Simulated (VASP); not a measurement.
Te:

```xyz
3
Lattice="4.6325 0.0000 0.0000 -2.3162 4.0119 0.0000 0.0000 0.0000 5.8869" Properties=species:S:1:pos:R:3 pbc="T T T"
Te    1.1747    0.0000    1.9623
Te    4.0451    1.0174    3.9246
Te    1.7289    2.9945    0.0000
```

Base run:

```yaml
Program: VASP 6.6.1
Functional: r2SCAN
Potentials_or_basis: VASP PAW PBE potentials, release 64 (Te)
Cutoff: 520 eV
k_mesh: 5 × 5 × 4
Occupations: fermi-dirac, width 0.05 eV
Spin: no spin polarisation
```

Its results: band gap on the k mesh 0.79 eV, indirect (least direct gap 0.97 eV); pressure 0.0 GPa; largest force 0.013 eV/Å.

Question: After a change of settings the same cell gave: band gap on the k mesh 1.15 eV, indirect (least direct gap 1.41 eV); pressure 0.1 GPa; largest force 0.012 eV/Å. Which change was it?
A. k mesh from 5 × 5 × 4 to 3 × 3 × 2
B. k mesh from 5 × 5 × 4 to 7 × 7 × 5
C. k mesh from 5 × 5 × 4 to 4 × 4 × 3
D. k mesh from 5 × 5 × 4 to 8 × 8 × 6; occupations from fermi-dirac, width 0.05 eV to methfessel-paxton, width 1 eV

Answer: C.

Caveats: the PAW data sets were made with another functional, which shifts forces and pressure a little; spin-orbit coupling is left out, which moves the levels of the heavy elements.
